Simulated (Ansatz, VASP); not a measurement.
# Two plane-wave programs on Ir

File POSCAR:

```
Ir
1.0
    0.0000000000      1.9408081540      1.9408081540
    1.9408081540      0.0000000000      1.9408081540
    1.9408081540      1.9408081540      0.0000000000
Ir
1
Direct
    0.0000000000      0.0000000000      0.0000000000
```

File INCAR.step1:

```
SYSTEM = Ir
  PREC = Accurate
  ENCUT = 520
  EDIFF = 1E-5
  ISMEAR = -1
  SIGMA = 0.05
  LREAL = .FALSE.
  LASPH = .TRUE.
  NELM = 60
  ALGO = Normal
  ISIF = 2
  LWAVE = .TRUE.
  NBANDS = 10
  GGA = PE
```

The input INCAR.step2:

```
SYSTEM = Ir
  PREC = Accurate
  ENCUT = 520
  EDIFF = 1E-6
  ISMEAR = -1
  SIGMA = 0.05
  LREAL = .FALSE.
  LASPH = .TRUE.
  NELM = 60
  ALGO = Normal
  ISIF = 2
  LWAVE = .FALSE.
  LCHARG = .TRUE.
  GGA = PE
  LHFCALC = .TRUE.
  AEXX = 0.25
  PRECFOCK = Normal
  LELF = .TRUE.
  LVHAR = .TRUE.
  NBANDS = 10
  ISTART = 1
```

Contents of KPOINTS:

```
regular mesh
0
G
  8 8 8
  0 0 0
```

The input input:

```
crystal:
  lattice:
    - [0.0, 1.940808154, 1.940808154]
    - [1.940808154, 0.0, 1.940808154]
    - [1.940808154, 1.940808154, 0.0]
  atoms:
    - { symbol: Ir, position: [0.0, 0.0, 0.0] }
hamiltonian:
  xc: pbe0
  pseudopotentials: { kind: paw }
kpoints:
  mp_grid: { grid: [8, 8, 8] }
scf:
  occupations: { method: fermi_dirac, width: 0.05 }
output:
  forces: true
  stress: true
  eigenvalues: true
  write_density: true
  write_potential: true
  elf: true
  volumetric_format: npy
```

Alike in both runs: task single point; functional PBE0; k mesh 8 × 8 × 8; occupations fermi-dirac, width 0.05 eV; no spin polarisation.

|  | VASP | Ansatz |
| --- | --- | --- |
| version | VASP 6.6.1 | Ansatz 0.2.0 |
| potentials or method | VASP PAW PBE potentials, release 64 (Ir) | Ansatz PAW |
| plane-wave cutoff (eV) | 520 | 420 |
| valence electrons in the cell | 9 | 17 |

|  | VASP | Ansatz | Ansatz less VASP |
| --- | --- | --- | --- |
| gap on the k mesh at the Fermi level (eV) | none | none | - |
| pressure (GPa) | -12.2 | -14.2 | -2.03 |

A gap of «none» marks a metal or a gap that the smearing closes. VASP's potentials hold 9 valence electrons a cell and Ansatz's 17, so a difference there can come from the potentials and not from the codes.

Neither program's run includes spin-orbit coupling.
